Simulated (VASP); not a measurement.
# P (Pm-3m) in VASP: a series of runs

P is run at these levels: PBEsol; tasks: single point.

All numbers are computed with VASP 6.6.1; they aren't measurements. Logs are shortened: lines on timing, memory, paths and dates and some standing lists are left out, and cuts for length are marked.

### Step 1. The cell of the first run

The structure is cubic, space group Pm-3m (No. 221). The conventional cell has a = 2.355 Å, b = 2.355 Å, c = 2.355 Å, α = 90.00°, β = 90.00°, γ = 90.00°. Within 3.1 Å of P (site symmetry m-3m) lie 6 P at 2.35 Å.

### Step 2. Single point, PBEsol

File INCAR:

```
SYSTEM = P
PREC = Accurate ; ENCUT = 500
EDIFF = 1E-6 ; ISMEAR = 0
SIGMA = 0.1 ; LREAL = .False.
LASPH = .True. ; NELM = 120
ALGO = Normal ; ISIF = 2
LWAVE = .False. ; LCHARG = .True.
GGA = PS ; LELF = .True.
LVHAR = .True. ; NBANDS = 8
GGA_COMPAT = .False.
```

File KPOINTS:

```
regular mesh
0
Gamma
  18 18 18
  0 0 0
```

File POSCAR:

```
P
1.0
    2.3547400656      0.0000000000      0.0000000000
    0.0000000000      2.3547400656      0.0000000000
    0.0000000000      0.0000000000      2.3547400656
P
1
Direct
    0.0000000000      0.0000000000      0.0000000000
```

Potentials or basis: VASP PAW PBE potentials, release 64 (P).

On the command line:

```bash
> cat potpaw_PBE.64/P/POTCAR > POTCAR
> mpirun -np 1 vasp_std > vasp.out
```

OUTCAR:

```text
SYSTEM = P
   PREC = Accurate
   ENCUT = 500
   EDIFF = 1E-6
   ISMEAR = 0
   LREAL = .False.
   LASPH = .True.
   NELM = 120
   ISIF = 2
   GGA = PS

 ion  position               nearest neighbor table
   1  0.000  0.000  0.000-

  LATTYP: Found a simple cubic cell.
 ALAT       =     2.3547400656

  Lattice vectors:

 A1 = (   2.3547400656,   0.0000000000,   0.0000000000)
 A2 = (   0.0000000000,   2.3547400656,   0.0000000000)
 A3 = (   0.0000000000,   0.0000000000,   2.3547400656)

Analysis of symmetry for initial positions (statically):
=====================================================================
 Subroutine PRICEL returns:
 Original cell was already a primitive cell.

 Routine SETGRP: Setting up the symmetry group for a
 simple cubic supercell.

 Subroutine GETGRP returns: Found 48 space group operations
 (whereof 48 operations were pure point group operations)
 out of a pool of 48 trial point group operations.

The static configuration has the point symmetry O_h .

Analysis of symmetry for dynamics (positions and initial velocities):
=====================================================================
 Subroutine PRICEL returns:
 Original cell was already a primitive cell.

 Routine SETGRP: Setting up the symmetry group for a
 simple cubic supercell.

 Subroutine GETGRP returns: Found 48 space group operations
 (whereof 48 operations were pure point group operations)
 out of a pool of 48 trial point group operations.

The dynamic configuration has the point symmetry O_h .

 Subroutine INISYM returns: Found 48 space group operations
 (whereof 48 operations are pure point group operations),
 and found     1 'primitive' translations

----------------------------------------------------------------------------------------

                                     Primitive cell

  volume of cell :      13.0566

  direct lattice vectors                    reciprocal lattice vectors
     2.354740066  0.000000000  0.000000000     0.424675324  0.000000000  0.000000000
     0.000000000  2.354740066  0.000000000     0.000000000  0.424675324  0.000000000
     0.000000000  0.000000000  2.354740066     0.000000000  0.000000000  0.424675324

  length of vectors
     2.354740066  2.354740066  2.354740066     0.424675324  0.424675324  0.424675324

  position of ions in fractional coordinates (direct lattice)
     0.000000000  0.000000000  0.000000000

  ion indices of the primitive-cell ions
   primitive index   ion index
                 1           1

----------------------------------------------------------------------------------------

 KPOINTS: regular mesh

Automatic generation of k-mesh.
 Grid dimensions read from file:
 generate k-points for:   18   18   18

 Generating k-lattice:

  Cartesian coordinates                     Fractional coordinates (reciprocal lattice)
     0.023593074  0.000000000  0.000000000     0.055555556  0.000000000  0.000000000
     0.000000000  0.023593074  0.000000000     0.000000000  0.055555556  0.000000000
     0.000000000  0.000000000  0.023593074     0.000000000  0.000000000  0.055555556

  Length of vectors
     0.023593074  0.023593074  0.023593074

  Shift w.r.t. Gamma in fractional coordinates (k-lattice)
     0.000000000  0.000000000  0.000000000

 Subroutine IBZKPT returns following result:
 ===========================================

 Found    220 irreducible k-points:

 Following reciprocal coordinates:
            Coordinates               Weight
  0.000000  0.000000  0.000000      1.000000
  0.055556  0.000000  0.000000      6.000000
  0.111111  0.000000  0.000000      6.000000
  0.166667  0.000000  0.000000      6.000000
  0.222222  0.000000  0.000000      6.000000
  0.277778  0.000000  0.000000      6.000000
[... 16 lines left out ...]
  0.277778  0.111111  0.000000     24.000000
  0.333333  0.111111  0.000000     24.000000
 [... further k-points ...]
   k-points           NKPTS =    220   k-points in BZ     NKDIM =    220   number of bands    NBANDS=      8
   number of dos      NEDOS =    301   number of ions     NIONS =      1
   total plane-waves  NPLWV =   5832
   dimension x,y,z NGX =    18 NGY =   18 NGZ =   18
   dimension x,y,z NGXF=    36 NGYF=   36 NGZF=   36
   ions per type =               1
   NGX,Y,Z   is equivalent  to a cutoff of  12.71, 12.71, 12.71 a.u.
   NGXF,Y,Z  is equivalent  to a cutoff of  25.42, 25.42, 25.42 a.u.
 SYSTEM =  P
   PREC   = accura    normal or accurate (medium, high low for compatibility)
   ISTART =      0    job   : 0-new  1-cont  2-samecut
   ICHARG =      2    charge: 1-file 2-atom 10-const
   ISPIN  =      1    spin polarized calculation?
   LNONCOLLINEAR =      F non collinear calculations
   LSORBIT =      F    spin-orbit coupling
   LASPH  =      T    aspherical Exc in radial PAW
   ENCUT  =  500.0 eV  36.75 Ry    6.06 a.u.   4.29  4.29  4.29*2*pi/ulx,y,z
   NELM   =    120;   NELMIN=  2; NELMDL= -5     # of ELM steps
   EDIFF  = 0.1E-05   stopping-criterion for ELM
   LREAL  =      F    real-space projection
   EDIFFG = 0.1E-04   stopping-criterion for IOM
   NSW    =      0    number of steps for IOM
   IBRION =     -1    ionic relax: 0-MD 1-quasi-New 2-CG
   NFREE  =      0    steps in history (QN), initial steepest desc. (CG)
   ISIF   =      2    stress and relaxation
   ISYM   =      2    0-nonsym 1-usesym 2-fastsym
   POTIM  = 0.5000    time-step for ionic-motion
   TEBEG  =    0.0;   TEEND  =   0.0 temperature during run
   PSTRESS=    0.0 pullay stress
   NELECT =       5.0000    total number of electrons
   NUPDOWN=      -1.0000    fix difference up-down
   EMIN   =  10.00;   EMAX   =-10.00  energy-range for DOS
   EFERMI =   0.00;   METHOD = LEGACY
   ISMEAR =     0;   SIGMA  =   0.10  broadening in eV -4-tet -1-fermi 0-gaus
   EFERMI_NEDOS =   21; number of points for ismear=-14 and -15
   IALGO  =     38    algorithm
   IMIX   =      4    mixing-type and parameters
     AMIX     =   0.40;   BMIX     =  1.00
     AMIX_MAG =   1.60;   BMIX_MAG =  1.00
  volume/ion in A,a.u.               =      13.06        88.11
  Fermi-wavevector in a.u.,A,eV,Ry     =   1.188836  2.246574 19.229528  1.413330
  Thomas-Fermi vector in A             =   2.324956
   LORBIT       =      0    0 simple, 1 ext, 2 COOP (PROOUT), +10 PAW based schemes
   GGA     = PS    functional components
   LHFCALC =     F    Hartree Fock is set to
   AEXX    =    0.0000 exact exchange contribution
   IVDW    =     0    specifies the selected vdW correction
   LEPSILON=     F    determine dielectric tensor
   LRPA    =     F    only Hartree local field effects (RPA)
 non-spin polarized calculation
 Gauss-broadening in eV      SIGMA  =   0.10
  energy-cutoff  :      500.00
  volume of cell :       13.06
 maximum number of plane-waves:       344
 NGX is ok and might be reduce to    18
   NGX =  9   NGY =  9   NGZ =  9

 number of electron       5.0000002 magnetization

 Free energy of the ion-electron system (eV)
  ---------------------------------------------------
  ext. energy  EPLUGINS =         0.00000000
  ---------------------------------------------------
  free energy    TOTEN  =        -5.72408572 eV

  energy without entropy =       -5.72258458  energy(sigma->0) =       -5.72333515

 E-fermi :  11.1349     XC(G=0): -11.8543

 val. band max:       11.1118085581   @ k =   0.4444   0.2778   0.1667
 cond. band min:      11.1406463405   @ k =   0.1667   0.1111   0.1111
 fundamental gap:      0.0288377824
 Fermi energy:        11.1349283169

 k-point     1 :       0.0000    0.0000    0.0000
  band No.  band energies     occupation
      1      -6.4615      2.00000
      2      16.8408      0.00000
      3      16.8408      0.00000
      4      16.8408      0.00000
      5      17.8965      0.00000
      6      17.8965      0.00000
      7      26.6455      0.00000
      8      37.2262      0.00000

 k-point     2 :       0.0556    0.0000    0.0000
  band No.  band energies     occupation
      1      -6.3845      2.00000
      2      15.0991      0.00000
      3      16.9027      0.00000
      4      16.9027      0.00000
      5      17.9582      0.00000
      6      19.5460      0.00000
      7      26.9041      0.00000
      8      36.6220      0.00000

 k-point     3 :       0.1111    0.0000    0.0000
  band No.  band energies     occupation
      1      -6.1541      2.00000
      2      12.9276      0.00000
      3      17.0873      0.00000
      4      17.0873      0.00000
      5      18.1410      0.00000
      6      21.3920      0.00000
      7      27.7152      0.00000
      8      35.1961      0.00000

 k-point     4 :       0.1667    0.0000    0.0000
  band No.  band energies     occupation
      1      -5.7720      2.00000
      2      10.7954      2.00000
      3      17.3909      0.00000
      4      17.3909      0.00000
      5      18.4371      0.00000
      6      22.9029      0.00000
      7      29.0898      0.00000
      8      33.4723      0.00000

 k-point     5 :       0.2222    0.0000    0.0000
  band No.  band energies     occupation
      1      -5.2416      2.00000
      2       8.7515      2.00000
      3      17.8058      0.00000
      4      17.8058      0.00000
      5      18.8320      0.00000
      6      24.1079      0.00000
      7      30.8088      0.00000
      8      31.7139      0.00000
[... 177 lines left out ...]
 k-point    22 :       0.2222    0.1111    0.0000
  band No.  band energies     occupation
      1      -4.9354      2.00000
      2       8.9828      2.00000
      3      14.1735      0.00000
      4      18.0491      0.00000
      5      21.1646      0.00000
      6      25.8625      0.00000
      7      28.6579      0.00000
      8      31.8657      0.00000

 k-point    23 :       0.2778    0.1111    0.0000
  band No.  band energies     occupation
      1      -4.2638      2.00000
      2       7.0821      2.00000
      3      14.6924      0.00000
      4      18.5586      0.00000
      5      21.6851      0.00000
      6      26.1471      0.00000
      7      27.9791      0.00000
      8      30.2676      0.00000

 k-point    24 :       0.3333    0.1111    0.0000
  band No.  band energies     occupation
      1      -3.4638      2.00000
      2       5.3090      2.00000
      3      15.2936      0.00000
      4      19.1352      0.00000
      5      22.2121      0.00000
      6      25.1660      0.00000
      7      28.4424      0.00000
      8      28.7665      0.00000

 [... further k-points ...]
[... 5 lines left out ...]
  --------------------------------------------------------------------------------------
  -------------------------------------------------------------------------------------
  Total        1.0266852      1.0266852      1.0266852     -0.0000000      0.0000000     -0.0000000
  in kB      125.9850374    125.9850374    125.9850374     -0.0000000      0.0000000     -0.0000000
  external PRESSURE =     125.9850374 kB  Pullay stress =       0.0000000 kB

 VOLUME and BASIS-vectors are now :
 -----------------------------------------------------------------------------
  energy-cutoff  :      500.00
  volume of cell :       13.06
      direct lattice vectors                 reciprocal lattice vectors
     2.354740066  0.000000000  0.000000000     0.424675324  0.000000000  0.000000000
     0.000000000  2.354740066  0.000000000     0.000000000  0.424675324  0.000000000
     0.000000000  0.000000000  2.354740066     0.000000000  0.000000000  0.424675324

 POSITION                                       TOTAL-FORCE (eV/Angst)
 -----------------------------------------------------------------------------------
      0.00000      0.00000      0.00000         0.000000      0.000000      0.000000
 -----------------------------------------------------------------------------------
    total drift:                               -0.000000      0.000000      0.000000

  FREE ENERGIE OF THE ION-ELECTRON SYSTEM (eV)
  ---------------------------------------------------
  free  energy   TOTEN  =        -5.7240857250 eV

  energy  without entropy=       -5.7225845790  energy(sigma->0) =       -5.72333515
```

Wall time 9.8 s (1 thread of Intel Xeon Platinum 8488C (Sapphire Rapids), shared host); peak memory 0.12 GiB.

Results:

| Property | Result |
| --- | --- |
| Free energy | -5.7241 eV |
| Pressure | 12.6 GPa |

Caveat: the PAW data sets were made with another functional, which shifts forces and pressure a little.

### Step 3. Single point, PBEsol

This run uses another cell than the first one, of 13.44 Å³/atom, 1.029 times its volume.

File INCAR:

```
SYSTEM = P
ALGO     = Normal         ! electronic algorithm
EDIFF    = 1E-6           ! SCF threshold, eV
ENCUT    = 500            ! plane-wave cutoff, eV
GGA      = PS             ! functional
GGA_COMPAT= .False.      
ISIF     = 2              ! what is computed and relaxed
ISMEAR   = 0              ! smearing method
LASPH    = .True.         ! aspherical terms in the spheres
LCHARG   = .False.        ! write CHGCAR
LREAL    = .False.        ! projectors in reciprocal space
LWAVE    = .False.        ! write WAVECAR
NBANDS   = 8              ! bands
NELM     = 120            ! most SCF steps
PREC     = Accurate       ! precision mode
SIGMA    = 0.1            ! smearing width, eV
```

File KPOINTS:

```
k-points
0
Gamma
  18 18 18
  0 0 0
```

File POSCAR:

```
P
1.0
    2.3773473632      0.0000000000      0.0000000000
    0.0000000000      2.3773473632      0.0000000000
    0.0000000000      0.0000000000      2.3773473632
P
1
Direct
    0.0000000000      0.0000000000      0.0000000000
```

Potentials or basis: VASP PAW PBE potentials, release 64 (P).

On the command line:

```bash
> cat potpaw_PBE.64/P/POTCAR > POTCAR
> mpirun -np 1 vasp_std > vasp.out
```

Wall time 8.3 s (1 thread of Intel Xeon Platinum 8488C (Sapphire Rapids), shared host); peak memory 0.13 GiB.

It converged, with:

| Property | Result |
| --- | --- |
| Free energy | -5.7480 eV |
| Pressure | 7.6 GPa |

Levels at points of the mesh, in eV from the Fermi level:
| k point | band 1 | band 2 | band 3 | band 4 | band 5 | band 6 | band 7 |
| --- | --- | --- | --- | --- | --- | --- | --- |
| (0.00, 0.00, 0.00) | -17.28 | 5.54 | 5.54 | 5.54 | 6.81 | 6.81 | 15.14 |
| (0.50, 0.00, 0.00) | -12.50 | -9.35 | 8.73 | 8.73 | 9.58 | 14.79 | 14.79 |
| (0.50, 0.50, 0.00) | -7.28 | -5.60 | -5.60 | 0.45 | 11.70 | 17.56 | 17.56 |
| (0.50, 0.50, 0.50) | -2.18 | -2.18 | -2.18 | -0.58 | 4.44 | 4.44 | 4.44 |

Caveat: the PAW data sets were made with another functional, which shifts forces and pressure a little.

### Step 4. Single point, PBEsol

This run uses another cell than the first one, of 13.86 Å³/atom, 1.061 times its volume.

File INCAR:

```
SYSTEM = P
ALGO = Normal
EDIFF = 1E-6
ENCUT = 500
GGA = PS
GGA_COMPAT = .FALSE.
ISIF = 2
ISMEAR = 0
LASPH = .TRUE.
LCHARG = .TRUE.
LELF = .TRUE.
LREAL = .FALSE.
LVHAR = .TRUE.
LWAVE = .FALSE.
NBANDS = 8
NELM = 120
PREC = Accurate
SIGMA = 0.1
```

File KPOINTS:

```
k-points
0
G
  18 18 18
  0 0 0
```

File POSCAR:

```
P
1.0
    2.4019703707      0.0000000000      0.0000000000
    0.0000000000      2.4019703707      0.0000000000
    0.0000000000      0.0000000000      2.4019703707
P
1
Direct
    0.0000000000      0.0000000000      0.0000000000
```

Potentials or basis: VASP PAW PBE potentials, release 64 (P).

On the command line:

```bash
> cat potpaw_PBE.64/P/POTCAR > POTCAR
> mpirun -np 1 vasp_std > vasp.out
```

OUTCAR:

```text
SYSTEM = P
   EDIFF = 1E-6
   ENCUT = 500
   GGA = PS
   ISIF = 2
   ISMEAR = 0
   LASPH = .TRUE.
   LREAL = .FALSE.
   NELM = 120
   PREC = Accurate

 ion  position               nearest neighbor table
   1  0.000  0.000  0.000-

  LATTYP: Found a simple cubic cell.
 ALAT       =     2.4019703707

  Lattice vectors:

 A1 = (   2.4019703707,   0.0000000000,   0.0000000000)
 A2 = (   0.0000000000,   2.4019703707,   0.0000000000)
 A3 = (   0.0000000000,   0.0000000000,   2.4019703707)

Analysis of symmetry for initial positions (statically):
[... 433 lines left out ...]
  band No.  band energies     occupation
      1      -3.8674      2.00000
      2       4.7025      2.00000
      3      14.2239      0.00000
      4      17.7348      0.00000
      5      21.0813      0.00000
      6      23.8552      0.00000
      7      26.9631      0.00000
      8      27.4082      0.00000

 [... further k-points ...]
[... 5 lines left out ...]
  --------------------------------------------------------------------------------------
  -------------------------------------------------------------------------------------
  Total        0.2695046      0.2695046      0.2695046     -0.0000000     -0.0000000      0.0000000
  in kB       31.1583038     31.1583038     31.1583038     -0.0000000     -0.0000000      0.0000000
  external PRESSURE =      31.1583038 kB  Pullay stress =       0.0000000 kB

 VOLUME and BASIS-vectors are now :
 -----------------------------------------------------------------------------
  energy-cutoff  :      500.00
  volume of cell :       13.86
      direct lattice vectors                 reciprocal lattice vectors
     2.401970371  0.000000000  0.000000000     0.416324869  0.000000000  0.000000000
     0.000000000  2.401970371  0.000000000     0.000000000  0.416324869  0.000000000
     0.000000000  0.000000000  2.401970371     0.000000000  0.000000000  0.416324869

 POSITION                                       TOTAL-FORCE (eV/Angst)
 -----------------------------------------------------------------------------------
      0.00000      0.00000      0.00000         0.000000      0.000000      0.000000
 -----------------------------------------------------------------------------------
    total drift:                                0.000000      0.000000      0.000000

  FREE ENERGIE OF THE ION-ELECTRON SYSTEM (eV)
  ---------------------------------------------------
  free  energy   TOTEN  =        -5.7620500950 eV

  energy  without entropy=       -5.7602255747  energy(sigma->0) =       -5.76113783
```

Wall time 8.8 s (1 thread of Intel Xeon Platinum 8488C (Sapphire Rapids), shared host); peak memory 0.12 GiB.

What came out:

* Free energy: -5.7621 eV
* Pressure: 3.1 GPa

Caveat: the PAW data sets were made with another functional, which shifts forces and pressure a little.

### Step 5. Overview

| cell | gap on the mesh (eV) | pressure (GPa) |
| --- | --- | --- |
| a = 2.355 Å, 1 atom | none | 12.6 |
| a = 2.377 Å, 1 atom | none | 7.6 |
| a = 2.402 Å, 1 atom | none | 3.1 |

Alike in all rows: task single point; level PBEsol; potentials or basis VASP PAW PBE potentials, release 64 (P); no spin polarisation; k mesh 18 × 18 × 18; cutoff (eV) 500; smearing gaussian 0.1 eV.

Caveats: the PAW data sets were made with another functional, which shifts forces and pressure a little.

Absolute energies hang on the potentials; compare differences alone.
